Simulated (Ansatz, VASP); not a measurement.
## Two plane-wave programs on Rb

```
Rb
1.0
    -2.80600    2.80600    2.80600
     2.80600   -2.80600    2.80600
     2.80600    2.80600   -2.80600
Rb
1
Direct
  0.00000 0.00000 0.00000
```

Alike in both runs: task electric field gradients; functional PBEsol; k mesh 8 × 8 × 8; occupations fermi-dirac, width 0.05 eV; no spin polarisation.

|  | VASP | Ansatz |
| --- | --- | --- |
| version | VASP 6.6.1 | Ansatz 0.2.0 |
| potentials or method | VASP PAW PBE potentials, release 64 (Rb_sv) | PAW with Ansatz's default frozen-core files, scalar-relativistic |
| plane-wave cutoff (eV) | 520 | 420 |
| valence electrons in the cell | 9 | 9 |

|  | VASP | Ansatz | Ansatz less VASP |
| --- | --- | --- | --- |
| pressure (GPa) | -0.1 | -0.1 | 0.00 |

VASP's potentials were made for PBE, not for PBEsol.
